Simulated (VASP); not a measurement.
# Au: single point with LDA

Crystal: Au.

```
Au
1.0
     1.43597   -2.60058    0.00000
     1.43597    2.60058    0.00000
     0.00000    0.00000    4.97866
Au
2
Cartesian
  1.4360 -0.8599 1.2447
  1.4360 0.8599 3.7340
```

```
Program             : VASP 6.6.1
Task                : single point
Functional          : LDA
Potentials or basis : VASP PAW LDA potentials, release 64 (Au)
Cutoff              : 520 eV
k mesh              : 12 × 12 × 6
Occupations         : gaussian, width 0.1 eV
Spin                : no spin polarisation
```

| Property | Result |
| --- | --- |
| Pressure | -15.1 GPa |
| Largest force | 0.004 eV/Å |
| Band gap on the k mesh | zero (band 11 reaches 11.60 eV, above the bottom of band 12 at 5.43 eV) |

Forces on the atoms (eV/Å):
```
Au   0.000 -0.004  0.000
Au   0.000  0.004  0.000
```

Stress tensor (GPa, compression positive):
```
-15.75   0.00   0.00
  0.00 -15.04   0.00
  0.00   0.00 -14.52
```

Levels at points of the mesh, in eV from the Fermi level:
| k point | band 8 | band 9 | band 10 | band 11 | band 12 | band 13 | band 14 | band 15 |
| --- | --- | --- | --- | --- | --- | --- | --- | --- |
| (0.00, 0.00, 0.00) | -3.27 | -3.12 | -2.08 | -2.02 | -0.79 | 2.19 | 14.55 | 15.45 |
| (0.50, 0.00, 0.00) | -1.90 | -1.75 | -1.60 | 0.52 | 1.62 | 5.58 | 6.85 | 7.07 |
| (0.50, 0.50, 0.00) | -1.82 | -1.82 | -1.66 | 0.25 | 1.16 | 5.21 | 6.39 | 6.74 |
| (0.00, 0.00, 0.50) | -3.91 | -2.51 | -2.51 | -2.38 | -2.38 | 9.87 | 9.87 | 14.85 |
| (0.50, 0.00, 0.50) | -2.24 | -1.65 | -1.65 | 0.78 | 0.78 | 3.75 | 3.75 | 12.73 |
| (0.50, 0.50, 0.50) | -2.22 | -1.72 | -1.72 | 0.43 | 0.43 | 3.23 | 3.23 | 12.38 |

Run time: 26 s on 1 thread of Intel(R) Xeon(R) 6975P-C (Granite Rapids), with other jobs on the host, peak memory 0.21 GiB.

Caveat: spin-orbit coupling is left out, which moves the levels of the heavy elements.
